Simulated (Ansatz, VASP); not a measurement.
**TiSi16 in VASP and in Ansatz**

```
CELL_PARAMETERS angstrom
0.00000 5.43000 5.43000
5.43000 0.00000 5.43000
5.43000 5.43000 0.00000
ATOMIC_POSITIONS crystal
Si 0.99720 0.99632 0.00410
Si 0.12309 0.12023 0.11713
Si 0.99923 0.99794 0.50186
Si 0.12243 0.11981 0.64092
Si 0.99881 0.50142 0.99487
Si 0.12082 0.63420 0.12265
Si 0.99874 0.50098 0.50560
Si 0.13213 0.62391 0.62209
Si 0.50351 0.99767 0.99327
Si 0.63548 0.11906 0.12267
Si 0.50294 0.99767 0.50600
Si 0.62573 0.13197 0.62115
Si 0.50305 0.50162 0.99788
Si 0.62517 0.62394 0.12687
Si 0.50276 0.50243 0.49746
Si 0.62505 0.62385 0.62438
Ti 0.24937 0.24755 0.25198
```

Alike in both runs: functional PBE; k mesh 2 × 2 × 2; occupations gaussian, width 0.02 eV; no spin polarisation.

Ansatz relaxed the structure, and its values are those at the end. VASP's run is a single point on that final structure, the one shown.

```csv
,VASP,Ansatz
version,VASP 6.6.1,Ansatz 0.2.0
potentials or method,"VASP PAW PBE potentials, release 64 (Si, Ti_sv), cutoff 520 eV","scalar-relativistic, plane waves, PAW"
valence electrons in the cell,76,76
```

```tsv
	VASP	Ansatz	Ansatz less VASP
rms of the force components (eV/Å)	0.004	0.002	-0.0020
```

The functional is the same, so the differences come from potentials, cutoffs and numerics.

The k mesh is coarse, so the values compare programs but aren't converged.
